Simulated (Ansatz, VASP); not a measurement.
Sc: VASP beside Ansatz

File INCAR:

```
PREC     = Accurate       # precision mode
ENCUT    = 520            # plane-wave cutoff, eV
EDIFF    = 1E-6           # SCF threshold, eV
ISMEAR   = -1             # smearing method
SIGMA    = 0.01           # smearing width, eV
LREAL    = False          # projectors in reciprocal space
LASPH    = True           # aspherical terms in the spheres
NELM     = 80             # most SCF steps
ALGO     = Normal         # electronic algorithm
ISIF     = 2              # what is computed and relaxed
LWAVE    = False          # write WAVECAR
LCHARG   = False          # write CHGCAR
GGA      = RP             # functional
NBANDS   = 18             # bands
```

File KPOINTS:

```
Automatic mesh
0
Gamma
  8 8 5
```

File POSCAR:

```
Sc
1.0
    3.1948043737      0.0000000000      0.0000000000
   -1.5974021868      2.7668029295      0.0000000000
    0.0000000000      0.0000000000      5.0913151718
Sc
2
Direct
    0.3333333333      0.6666666667      0.2500000000
    0.6666666667      0.3333333333      0.7500000000
```

Input for Ansatz:

```yaml
crystal:
  lattice:
    - [3.194804373660029, 0.0, 0.0]
    - [-1.5974021868300146, 2.766802929464353, 0.0]
    - [0.0, 0.0, 5.091315171840867]
  atoms:
    - { symbol: Sc, position: [0.3333333333333333, 0.6666666666666666, 0.25] }
    - { symbol: Sc, position: [0.6666666666666666, 0.3333333333333333, 0.75] }
basis:
  ecutwfc: 530.0
kpoints:
  mp_grid:
    grid: [8, 8, 5]
hamiltonian:
  xc: rpbe
scf:
  algorithm: density_mixing
  self_checks: high
  lower_state_search: "off"
  occupations:
    method: fermi_dirac
    width: 0.01
output:
  stress: true
```

Alike in both runs: task single point; functional RPBE; k mesh 8 × 8 × 5; occupations fermi-dirac, width 0.01 eV; no spin polarisation.

```csv
,VASP,Ansatz
version,VASP 6.6.1,Ansatz 0.2.0
potentials or method,"VASP PAW PBE potentials, release 64 (Sc_sv), cutoff 520 eV","plane waves, PAW"
valence electrons in the cell,22,22
```

|  | VASP | Ansatz | Ansatz less VASP |
| --- | --- | --- | --- |
| gap on the k mesh at the Fermi level (eV) | none | none | - |
| pressure (GPa) | 8.4 | 8.3 | -0.06 |
| traceless stress, the component that is largest in VASP (GPa) | -0.84 | -0.85 | -0.011 |

VASP's potentials were made for PBE, not for RPBE. A gap of «none» marks a metal or a gap that the smearing closes. Ansatz's warnings: near symmetry operations not taken.
